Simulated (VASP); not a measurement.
# MoS2 (P6_3/mmc) in VASP: a series of runs

Runs on MoS2. Level: PBE. Tasks: single point, relaxation of cell and atoms.

Program: VASP 6.6.1. These are calculated values, not measurements. Logs are shortened: lines on timing, memory, paths and dates and some standing lists are left out, and cuts for length are marked.

## Step 1: The cell of the first run

Symmetry: P6_3/mmc, No. 194, hexagonal system. The conventional cell has a = 3.185 Å, b = 3.185 Å, c = 14.808 Å, α = 90.00°, β = 90.00°, γ = 120.00°. Mo (site symmetry -6m2) has 6 S at 2.41 Å and 6 Mo at 3.19 Å within 3.2 Å. Within 3.2 Å of S (site symmetry 3m) lie 3 Mo at 2.41 Å and 7 S at 3.13 to 3.19 Å.

## Step 2: Single point, PBE

Contents of INCAR:

```
SYSTEM = MoS2
ALGO = Normal
EDIFF = 1E-6
ENCUT = 520
GGA = PE
ISIF = 2
ISMEAR = 0
LASPH = .TRUE.
LCHARG = .FALSE.
LREAL = .FALSE.
LWAVE = .FALSE.
NBANDS = 35
NELM = 80
PREC = Accurate
SIGMA = 0.02
```

Contents of KPOINTS:

```
k-points
0
G
  12 12 2
  0 0 0
```

Contents of POSCAR:

```
MoS2
1.0
    3.1850687516      0.0000000029      0.0000000000
   -1.5925343783      2.7583504502      0.0000000000
    0.0000000000      0.0000000000     14.8079759480
Mo S
2 4
Direct
    0.6666666667      0.3333333333      0.2500000000
    0.3333333333      0.6666666667      0.7500000000
    0.6666666667      0.3333333333      0.6444802123
    0.3333333333      0.6666666667      0.3555197877
    0.6666666667      0.3333333333      0.8555197877
    0.3333333333      0.6666666667      0.1444802123
```

Potentials or basis: VASP PAW PBE potentials, release 64 (Mo_sv, S).

Started as:

```
$ cat potpaw_PBE.64/Mo_sv/POTCAR potpaw_PBE.64/S/POTCAR > POTCAR
$ mpirun -np 1 vasp_std > vasp.out
```

OUTCAR:

```text
SYSTEM = MoS2
   EDIFF = 1E-6
   ENCUT = 520
   GGA = PE
   ISIF = 2
   ISMEAR = 0
   LASPH = .TRUE.
   LREAL = .FALSE.
   NELM = 80
   PREC = Accurate

 ion  position               nearest neighbor table
   1  0.667  0.333  0.250-   4 2.41   6 2.41   4 2.41   6 2.41   4 2.41   6 2.41
   2  0.333  0.667  0.750-   3 2.41   5 2.41   3 2.41   5 2.41   3 2.41   5 2.41
   3  0.667  0.333  0.644-   2 2.41   2 2.41   2 2.41
   4  0.333  0.667  0.356-   1 2.41   1 2.41   1 2.41
   5  0.667  0.333  0.856-   2 2.41   2 2.41   2 2.41
   6  0.333  0.667  0.144-   1 2.41   1 2.41   1 2.41

  LATTYP: Found a hexagonal cell.
 ALAT       =     3.1850687516
 C/A-ratio  =     4.6491856543

  Lattice vectors:

 A1 = (   3.1850687516,   0.0000000029,   0.0000000000)
 A2 = (  -1.5925343783,   2.7583504502,   0.0000000000)
 A3 = (   0.0000000000,   0.0000000000,  14.8079759480)

Analysis of symmetry for initial positions (statically):
=====================================================================
 Subroutine PRICEL returns:
 Original cell was already a primitive cell.

 Routine SETGRP: Setting up the symmetry group for a
 hexagonal supercell.

 Subroutine GETGRP returns: Found 24 space group operations
 (whereof 12 operations were pure point group operations)
 out of a pool of 24 trial point group operations.

The static configuration has the point symmetry D_3d.
 The point group associated with its full space group is D_6h.

Analysis of symmetry for dynamics (positions and initial velocities):
=====================================================================
 Subroutine PRICEL returns:
 Original cell was already a primitive cell.

 Routine SETGRP: Setting up the symmetry group for a
 hexagonal supercell.

 Subroutine GETGRP returns: Found 24 space group operations
 (whereof 12 operations were pure point group operations)
 out of a pool of 24 trial point group operations.

The dynamic configuration has the point symmetry D_3d.
 The point group associated with its full space group is D_6h.

 Subroutine INISYM returns: Found 24 space group operations
 (whereof 12 operations are pure point group operations),
 and found     1 'primitive' translations

----------------------------------------------------------------------------------------

                                     Primitive cell

  volume of cell :     130.0960

  direct lattice vectors                    reciprocal lattice vectors
     3.185068752  0.000000003  0.000000000     0.313964965  0.181267758  0.000000000
    -1.592534378  2.758350450  0.000000000    -0.000000000  0.362535514  0.000000000
     0.000000000  0.000000000 14.807975948     0.000000000  0.000000000  0.067531174

  length of vectors
     3.185068752  3.185068752 14.807975948     0.362535514  0.362535514  0.067531174

  position of ions in fractional coordinates (direct lattice)
     0.666666667  0.333333333  0.250000000
     0.333333333  0.666666667  0.750000000
     0.666666667  0.333333333  0.644480212
     0.333333333  0.666666667  0.355519788
     0.666666667  0.333333333  0.855519788
     0.333333333  0.666666667  0.144480212

  ion indices of the primitive-cell ions
   primitive index   ion index
                 1           1
                 2           2
                 3           3
                 4           4
                 5           5
                 6           6

----------------------------------------------------------------------------------------

 KPOINTS: k-points

Automatic generation of k-mesh.
 Grid dimensions read from file:
 generate k-points for:   12   12    2

 Generating k-lattice:

  Cartesian coordinates                     Fractional coordinates (reciprocal lattice)
     0.026163747  0.015105646  0.000000000     0.083333333  0.000000000  0.000000000
    -0.000000000  0.030211293  0.000000000     0.000000000  0.083333333  0.000000000
     0.000000000  0.000000000  0.033765587     0.000000000  0.000000000  0.500000000

  Length of vectors
     0.030211293  0.030211293  0.033765587

  Shift w.r.t. Gamma in fractional coordinates (k-lattice)
     0.000000000  0.000000000  0.000000000

 Subroutine IBZKPT returns following result:
 ===========================================

 Found     38 irreducible k-points:

 Following reciprocal coordinates:
            Coordinates               Weight
  0.000000  0.000000  0.000000      1.000000
  0.083333 -0.000000  0.000000      6.000000
  0.166667  0.000000  0.000000      6.000000
  0.250000  0.000000  0.000000      6.000000
  0.333333  0.000000  0.000000      6.000000
  0.416667  0.000000  0.000000      6.000000
[... 16 lines left out ...]
  0.250000  0.000000  0.500000      6.000000
  0.333333  0.000000  0.500000      6.000000
 [... further k-points ...]
   k-points           NKPTS =     38   k-points in BZ     NKDIM =     38   number of bands    NBANDS=     35
   number of dos      NEDOS =    301   number of ions     NIONS =      6
   total plane-waves  NPLWV =  64512
   dimension x,y,z NGX =    24 NGY =   24 NGZ =  112
   dimension x,y,z NGXF=    48 NGYF=   48 NGZF=  224
   ions per type =               2   4
   NGX,Y,Z   is equivalent  to a cutoff of  12.53, 12.53, 12.57 a.u.
   NGXF,Y,Z  is equivalent  to a cutoff of  25.05, 25.05, 25.15 a.u.
 SYSTEM =  MoS2
   PREC   = accura    normal or accurate (medium, high low for compatibility)
   ISTART =      0    job   : 0-new  1-cont  2-samecut
   ICHARG =      2    charge: 1-file 2-atom 10-const
   ISPIN  =      1    spin polarized calculation?
   LNONCOLLINEAR =      F non collinear calculations
   LSORBIT =      F    spin-orbit coupling
   LASPH  =      T    aspherical Exc in radial PAW
   ENCUT  =  520.0 eV  38.22 Ry    6.18 a.u.   5.92  5.92 27.53*2*pi/ulx,y,z
   NELM   =     80;   NELMIN=  2; NELMDL= -5     # of ELM steps
   EDIFF  = 0.1E-05   stopping-criterion for ELM
   LREAL  =      F    real-space projection
   EDIFFG = 0.1E-04   stopping-criterion for IOM
   NSW    =      0    number of steps for IOM
   IBRION =     -1    ionic relax: 0-MD 1-quasi-New 2-CG
   NFREE  =      0    steps in history (QN), initial steepest desc. (CG)
   ISIF   =      2    stress and relaxation
   ISYM   =      2    0-nonsym 1-usesym 2-fastsym
   POTIM  = 0.5000    time-step for ionic-motion
   TEBEG  =    0.0;   TEEND  =   0.0 temperature during run
   PSTRESS=    0.0 pullay stress
   NELECT =      52.0000    total number of electrons
   NUPDOWN=      -1.0000    fix difference up-down
   EMIN   =  10.00;   EMAX   =-10.00  energy-range for DOS
   EFERMI =   0.00;   METHOD = LEGACY
   ISMEAR =     0;   SIGMA  =   0.02  broadening in eV -4-tet -1-fermi 0-gaus
   EFERMI_NEDOS =   21; number of points for ismear=-14 and -15
   IALGO  =     38    algorithm
   IMIX   =      4    mixing-type and parameters
     AMIX     =   0.40;   BMIX     =  1.00
     AMIX_MAG =   1.60;   BMIX_MAG =  1.00
  volume/ion in A,a.u.               =      21.68       146.32
  Fermi-wavevector in a.u.,A,eV,Ry     =   1.205928  2.278873 19.786433  1.454262
  Thomas-Fermi vector in A             =   2.341610
   LORBIT       =      0    0 simple, 1 ext, 2 COOP (PROOUT), +10 PAW based schemes
   GGA     = PE    functional components
   LHFCALC =     F    Hartree Fock is set to
   AEXX    =    0.0000 exact exchange contribution
   IVDW    =     0    specifies the selected vdW correction
   LEPSILON=     F    determine dielectric tensor
   LRPA    =     F    only Hartree local field effects (RPA)
 non-spin polarized calculation
 Gauss-broadening in eV      SIGMA  =   0.02
  energy-cutoff  :      520.00
  volume of cell :      130.10
 maximum number of plane-waves:      3525
 NGX is ok and might be reduce to    24
   NGX = 11   NGY = 11   NGZ = 55

 number of electron      51.9999999 magnetization

 Free energy of the ion-electron system (eV)
  ---------------------------------------------------
  ext. energy  EPLUGINS =         0.00000000
  ---------------------------------------------------
  free energy    TOTEN  =       -43.71545412 eV

  energy without entropy =      -43.71545412  energy(sigma->0) =      -43.71545412

 E-fermi :   5.0718     XC(G=0):  -9.4407

 val. band max:        4.7874284017   @ k =   0.0000   0.0000   0.0000
 cond. band min:       6.2462233494   @ k =   0.3333   0.3333   0.0000
 fundamental gap:      1.4587949476
 Fermi energy:         5.0718270786

 k-point     1 :       0.0000    0.0000    0.0000
  band No.  band energies     occupation
      1     -56.2868      2.00000
      2     -56.2867      2.00000
      3     -30.4243      2.00000
      4     -30.4243      2.00000
      5     -30.2226      2.00000
      6     -30.2226      2.00000
[... 27 lines left out ...]
     34       7.5905      0.00000
     35      10.4353      0.00000

 k-point     2 :       0.0833   -0.0000    0.0000
  band No.  band energies     occupation
      1     -56.2843      2.00000
      2     -56.2843      2.00000
      3     -30.4194      2.00000
      4     -30.4194      2.00000
      5     -30.2479      2.00000
      6     -30.2478      2.00000
[... 27 lines left out ...]
     34       7.5203      0.00000
     35      10.8246      0.00000

 k-point     3 :       0.1667    0.0000    0.0000
  band No.  band energies     occupation
      1     -56.2775      2.00000
      2     -56.2775      2.00000
      3     -30.4059      2.00000
      4     -30.4059      2.00000
      5     -30.3163      2.00000
      6     -30.3163      2.00000
[... 27 lines left out ...]
     34       7.9337      0.00000
     35      11.3850      0.00000
[... 723 lines left out ...]
 k-point    23 :       0.2500    0.0000    0.5000
  band No.  band energies     occupation
      1     -56.2683      2.00000
      2     -56.2683      2.00000
      3     -30.4087      2.00000
      4     -30.4087      2.00000
      5     -30.3875      2.00000
      6     -30.3875      2.00000
[... 27 lines left out ...]
     34       8.3528      0.00000
     35      11.9205      0.00000

 k-point    24 :       0.3333    0.0000    0.5000
  band No.  band energies     occupation
      1     -56.2590      2.00000
      2     -56.2590      2.00000
      3     -30.4998      2.00000
      4     -30.4998      2.00000
      5     -30.3690      2.00000
      6     -30.3690      2.00000
[... 27 lines left out ...]
     34       8.6627      0.00000
     35      11.9931      0.00000

 [... further k-points ...]

------------------------ aborting loop because EDIFF is reached ----------------------------------------

  FORCE on cell =-STRESS in cart. coord.  units (eV):
  Direction    XX          YY          ZZ          XY          YZ          ZX
  --------------------------------------------------------------------------------------
  -------------------------------------------------------------------------------------
  Total       -0.0704296     -0.0704296     -0.1009060     -0.0000000      0.0000000      0.0000000
  in kB       -0.8673654     -0.8673654     -1.2426920     -0.0000000      0.0000000      0.0000000
  external PRESSURE =      -0.9924743 kB  Pullay stress =       0.0000000 kB

 VOLUME and BASIS-vectors are now :
 -----------------------------------------------------------------------------
  energy-cutoff  :      520.00
  volume of cell :      130.10
      direct lattice vectors                 reciprocal lattice vectors
     3.185068752  0.000000003  0.000000000     0.313964965  0.181267758  0.000000000
    -1.592534378  2.758350450  0.000000000    -0.000000000  0.362535514  0.000000000
     0.000000000  0.000000000 14.807975948     0.000000000  0.000000000  0.067531174

 POSITION                                       TOTAL-FORCE (eV/Angst)
 -----------------------------------------------------------------------------------
      1.59253      0.91945      3.70199         0.000000     -0.000000      0.000000
     -0.00000      1.83890     11.10598        -0.000000      0.000000      0.000000
      1.59253      0.91945      9.54345         0.000000     -0.000000      0.010397
     -0.00000      1.83890      5.26453        -0.000000      0.000000     -0.010397
      1.59253      0.91945     12.66852         0.000000     -0.000000     -0.010397
     -0.00000      1.83890      2.13946        -0.000000      0.000000      0.010397
 -----------------------------------------------------------------------------------
    total drift:                               -0.000000      0.000000     -0.000000

  FREE ENERGIE OF THE ION-ELECTRON SYSTEM (eV)
  ---------------------------------------------------
  free  energy   TOTEN  =       -43.7154541157 eV

  energy  without entropy=      -43.7154541157  energy(sigma->0) =      -43.71545412
```

Wall time 7.2 min (1 thread of Intel Xeon 8259CL, shared host); peak memory 0.32 GiB.

What came out:

```
Free energy            : -43.7155 eV
Pressure               : -0.1 GPa
Largest force          : 0.010 eV/Å
Band gap on the k mesh : 1.46 eV (least direct gap 1.67 eV)
```

Forces in eV/Å, atoms in the order of the input:
```
Mo   0.000  0.000  0.000
Mo   0.000  0.000  0.000
S    0.000  0.000  0.010
S    0.000  0.000 -0.010
S    0.000  0.000 -0.010
S    0.000  0.000  0.010
```

Levels at points of the mesh, in eV from the valence-band top:
```
           k point  band 22  band 23  band 24  band 25  band 26  band 27  band 28  band 29  band 30  band 31
(0.00, 0.00, 0.00)    -1.70    -1.70    -1.67    -0.39     0.00     2.55     2.55     2.55     2.55     2.79
(0.50, 0.00, 0.00)    -2.07    -1.19    -1.18    -0.84    -0.83     2.03     2.04     2.52     2.57     3.55
(0.00, 0.00, 0.50)    -1.70    -1.70    -1.70    -0.16    -0.16     2.55     2.55     2.55     2.55     2.80
(0.50, 0.00, 0.50)    -2.08    -1.18    -1.18    -0.83    -0.83     2.03     2.03     2.54     2.54     3.66
```

Caveat: this functional lacks dispersion, which binds layers or chains, so the pressure and a relaxed spacing across them are unreliable. A k mesh can miss the band edges.

## Step 3: Relaxation of cell and atoms, PBE

Contents of INCAR:

```
PREC = Accurate
ENCUT = 600
EDIFF = 1E-7
ISMEAR = 0
SIGMA = 0.02
LREAL = F
LASPH = T
NELM = 100
ALGO = Normal
ISIF = 3
LWAVE = F
LCHARG = F
GGA = PE
IBRION = 2
NSW = 100
EDIFFG = -0.005
```

Contents of KPOINTS:

```
regular mesh
0
Gamma
  12 12 2
```

POSCAR is that of step 2.

Potentials or basis: VASP PAW PBE potentials, release 64 (Mo_sv, S).

Started as:

```
$ cat potpaw_PBE.64/Mo_sv/POTCAR potpaw_PBE.64/S/POTCAR > POTCAR
$ mpirun -np 1 vasp_std > vasp.out
```

Wall time 28 min (1 thread of Intel Xeon 8259CL, shared host); peak memory 0.4 GiB.

It converged, with:

- Free energy: -43.7170 eV
- Relaxed volume: 21.67 Å³/atom
- Relaxed cell: a = 3.184 Å, b = 3.184 Å, c = 14.804 Å, α = 90.00°, β = 90.00°, γ = 120.00°
- Space group after relaxing (to 0.1 Å): P6_3/mmc (No. 194)
- Energy gained by relaxing: 0.0 meV/atom
- Ionic steps: 4
- Pressure after relaxing: 0.0 GPa
- Largest force after relaxing: 0.005 eV/Å
- Band gap on the k mesh: 1.46 eV (least direct gap 1.67 eV)

Forces in eV/Å, atoms in the order of the input:
```
Mo   0.000  0.000  0.000
Mo   0.000  0.000  0.000
S    0.000  0.000 -0.005
S    0.000  0.000  0.005
S    0.000  0.000  0.005
S    0.000  0.000 -0.005
```

Final structure:
```cif
data_structure
_symmetry_space_group_name_H-M 'P 1'
_symmetry_Int_Tables_number 1
_cell_length_a 3.1844
_cell_length_b 3.1844
_cell_length_c 14.8036
_cell_angle_alpha 90.000
_cell_angle_beta 90.000
_cell_angle_gamma 120.000
_cell_volume 130.01
loop_
_atom_site_label
_atom_site_type_symbol
_atom_site_fract_x
_atom_site_fract_y
_atom_site_fract_z
_atom_site_occupancy
Mo1 Mo 0.66667 0.33333 0.25000 1
Mo2 Mo 0.33333 0.66667 0.75000 1
S1 S 0.66667 0.33333 0.64449 1
S2 S 0.33333 0.66667 0.35551 1
S3 S 0.66667 0.33333 0.85551 1
S4 S 0.33333 0.66667 0.14449 1
```

Levels at points of the mesh, in eV from the valence-band top:
```csv
k point,band 23,band 24,band 25,band 26,band 27,band 28,band 29,band 30
"(0.00, 0.00, 0.00)",-1.71,-1.67,-0.39,0.00,2.55,2.55,2.55,2.55
"(0.50, 0.00, 0.00)",-1.19,-1.18,-0.84,-0.83,2.03,2.04,2.52,2.57
"(0.00, 0.00, 0.50)",-1.71,-1.71,-0.16,-0.16,2.55,2.55,2.55,2.55
"(0.50, 0.00, 0.50)",-1.18,-1.18,-0.84,-0.84,2.03,2.03,2.55,2.55
```

Caveat: this functional lacks dispersion, which binds layers or chains, so the pressure and a relaxed spacing across them are unreliable.
